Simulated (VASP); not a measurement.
Crystal: Sb.

```
CELL_PARAMETERS angstrom
3.35453 0.00000 0.00000
-1.67727 2.90511 0.00000
0.00000 0.00000 5.47016
ATOMIC_POSITIONS crystal
Sb 0.66667 0.33333 0.75000
Sb 0.33333 0.66667 0.25000
```

| Quantity | Value |
| --- | --- |
| Program | VASP 6.6.1 |
| Task | relaxation of cell and atoms |
| Functional | LDA |
| Potentials or basis | VASP PAW LDA potentials, release 64 (Sb_d_GW) |
| Cutoff | 500 eV |
| k mesh | 9 × 9 × 5 |
| Occupations | fermi-dirac, width 0.05 eV |
| Spin | no spin polarisation |

At the start: pressure -2.7 GPa; volume 26.65 Å³/atom.

Where does the relaxation end?

Over 3 steps the energy falls by 9.7 meV/atom and the volume is 25.54 Å³/atom (-4.2 %); space group P6_3/mmc (No. 194, to 0.05 Å).

The path:
```csv
step,energy change (eV),largest force (eV/Å),pressure (GPa),volume (Å³)
1,0.0000,0.0000,-2.69,53.31
2,-0.0135,0.0000,1.66,49.93
3,-0.0195,0.0000,-0.01,51.09
```

Final structure:
```
CELL_PARAMETERS angstrom
3.30941 0.00000 0.00000
-1.65470 2.86603 0.00000
0.00000 0.00000 5.38607
ATOMIC_POSITIONS crystal
Sb 0.66667 0.33333 0.75000
Sb 0.33333 0.66667 0.25000
```
